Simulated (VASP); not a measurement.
Input of a VASP 6.6.1 run:

The input INCAR:

```
SYSTEM = Al
PREC     = Accurate       ! precision mode
ENCUT    = 520            ! plane-wave cutoff, eV
EDIFF    = 1E-6           ! SCF threshold, eV
ISMEAR   = 0              ! smearing method
SIGMA    = 0.15           ! smearing width, eV
LREAL    = .FALSE.        ! projectors in reciprocal space
LASPH    = .TRUE.         ! aspherical terms in the spheres
NELM     = 100            ! most SCF steps
ALGO     = Normal         ! electronic algorithm
ISIF     = 2              ! what is computed and relaxed
LWAVE    = .FALSE.        ! write WAVECAR
LCHARG   = .FALSE.        ! write CHGCAR
NBANDS   = 8              ! bands
```

KPOINTS

```
Automatic mesh
0
G
  22 22 22
  0 0 0
```

File POSCAR:

```
Al
1.0
   -1.4037723891      1.4037723891      1.8928466894
    1.4037723891     -1.4037723891      1.8928466894
    1.4037723891      1.4037723891     -1.8928466894
Al
1
Direct
    0.0000000000      0.0000000000      0.0000000000
```

Potentials or basis: VASP PAW LDA potentials, release 64 (Al).

Launch:

```sh
$ cat potpaw_LDA.64/Al/POTCAR > POTCAR
$ mpirun -np 1 vasp_std > vasp.out
```

Question: Estimate the band gap on the k mesh.

Answer: Zero (an odd number of electrons rules out a gap without spin polarisation).

Question: Predict the pressure.

Answer: 5.9 GPa.

Stress tensor (GPa, compression positive):
```
4.52 0.00 0.00
0.00 4.52 0.00
0.00 0.00 8.52
```

Caveat: the cell stands under pressure.
